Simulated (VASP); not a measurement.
Input of a VASP 6.6.1 run:

Contents of INCAR:

```
SYSTEM = Ru
PREC = Accurate
ENCUT = 520
EDIFF = 1E-6
ISMEAR = 0
SIGMA = 0.1
LREAL = .False.
LASPH = .True.
NELM = 60
ALGO = Fast
ISIF = 2
LWAVE = .False.
LCHARG = .False.
GGA = PS
NBANDS = 21
ISYM = 0
```

The input KPOINTS:

```
Automatic mesh
0
Gamma
  13 8 15
  0 0 0
```

POSCAR

```
Ru
1.0
    2.6895240366      0.0000000000      0.0000000000
    0.0000000000      4.2519208173      0.0000000000
    1.3447620183      0.0000000000      2.3291961398
Ru
2
Direct
    0.3333333333      0.7500000000      0.3333333333
    0.6666666667      0.2500000000      0.6666666667
```

Potentials or basis: VASP PAW PBE potentials, release 64 (Ru_pv).

The run is started by

```bash
$ cat potpaw_PBE.64/Ru_pv/POTCAR > POTCAR
$ mpirun -np 1 vasp_std > vasp.out
```

(1) What does it give for the pressure?

(2) Estimate the largest force.

(3) Predict the band gap on the k mesh.

Results:

(1) 0.0 GPa.

(2) 0.039 eV/Å.

(3) zero (bands 14 and 15 overlap by 3.20 eV).

Caveat: the PAW data sets were made with another functional, which shifts forces and pressure a little.
